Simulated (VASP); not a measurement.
Wanted: the native input for a VASP 6.6.1 run.

```
Task                   : single point
Functional             : revPBE
Potentials or basis    : VASP PAW PBE potentials, release 64 (Ta_pv)
Cutoff                 : 520 eV
k mesh                 : 11 × 11 × 11
Occupations            : fermi-dirac, width 0.05 eV
Spin                   : no spin polarisation
Dipole correction      : no
Further INCAR settings : ALGO = Normal; EDIFF = 1e-06; NBANDS = 12
```

The structure of Ta lies in POSCAR:

```
Ta
1.0
   -1.6655468149      1.6655468149      1.6655468149
    1.6655468149     -1.6655468149      1.6655468149
    1.6655468149      1.6655468149     -1.6655468149
Ta
1
Direct
    0.0000000000      0.0000000000      0.0000000000
```

One way to write it, as run:

INCAR

```
PREC     = Accurate       # precision mode
ENCUT    = 520            # plane-wave cutoff, eV
EDIFF    = 1E-6           # SCF threshold, eV
ISMEAR   = -1             # smearing method
SIGMA    = 0.05           # smearing width, eV
LREAL    = F              # projectors in reciprocal space
LASPH    = T              # aspherical terms in the spheres
NELM     = 60             # most SCF steps
ALGO     = Normal         # electronic algorithm
ISIF     = 2              # what is computed and relaxed
LWAVE    = F              # write WAVECAR
LCHARG   = F              # write CHGCAR
GGA      = RE             # functional
NBANDS   = 12             # bands
```

KPOINTS

```
regular mesh
0
Gamma
  11 11 11
```

Potentials or basis: VASP PAW PBE potentials, release 64 (Ta_pv).

The run is started by

```sh
$ cat potpaw_PBE.64/Ta_pv/POTCAR > POTCAR
$ mpirun -np 1 vasp_std > vasp.out
```

Results of the run:

The pressure is 0.1 GPa.

Caveat: the PAW data sets were made with another functional, which shifts forces and pressure a little.

It took 12 s on 1 thread of Intel Xeon 8259CL (shared host), peak memory 0.14 GiB.
